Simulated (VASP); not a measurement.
Wanted: the native input for a VASP 6.6.1 run.

| Quantity | Value |
| --- | --- |
| Task | single point |
| Functional | PBEsol |
| Potentials or basis | VASP PAW PBE potentials, release 64 (Co, Si) |
| Cutoff | 520 eV |
| k mesh | 14 × 14 × 14 |
| Occupations | gaussian, width 0.15 eV |
| Spin | no spin polarisation |
| Dipole correction | no |
| Further INCAR settings | ALGO = Normal; EDIFF = 1e-06; NBANDS = 16 |

The structure of CoSi2 lies in POSCAR:

```
CoSi2
1.0
    0.0000000000      2.7007142727      2.7007142727
    2.7007142727      0.0000000000      2.7007142727
    2.7007142727      2.7007142727      0.0000000000
Co Si
1 2
Direct
    0.0120558520     -0.0120558520     -0.0120558520
    0.2373510795      0.2626489205      0.2626489205
    0.7373510795      0.7626489205      0.7626489205
```

This cell differs from its parent crystal: atoms displaced along a vibrational mode, the cell strained.

The input as run:

INCAR

```
SYSTEM = CoSi2
  PREC = Accurate
  ENCUT = 520
  EDIFF = 1E-6
  ISMEAR = 0
  SIGMA = 0.15
  LREAL = .False.
  LASPH = .True.
  NELM = 100
  ALGO = Normal
  ISIF = 2
  LWAVE = .False.
  LCHARG = .False.
  GGA = PS
  NBANDS = 16
```

KPOINTS

```
regular mesh
0
Gamma
  14 14 14
  0 0 0
```

Potentials or basis: VASP PAW PBE potentials, release 64 (Co, Si).

Run with:

```console
$ cat potpaw_PBE.64/Co/POTCAR potpaw_PBE.64/Si/POTCAR > POTCAR
$ mpirun -np 1 vasp_std > vasp.out
```

It gave:

The pressure is -7.3 GPa and the largest force is 1.379 eV/Å. The band gap on the k mesh is zero (an odd number of electrons rules out a gap without spin polarisation).

Caveat: the cell differs from its parent crystal (atoms displaced along a vibrational mode, the cell strained); the cell stands under tension; the PAW data sets were made with another functional, which shifts forces and pressure a little; an odd number of electrons without spin polarisation forces a metal; a magnetic or distorted state may lie lower.

Run time: 96 s on 1 thread of AMD EPYC 9R45 96-Core Processor (Zen 5), on a shared host, peak memory 0.24 GiB.
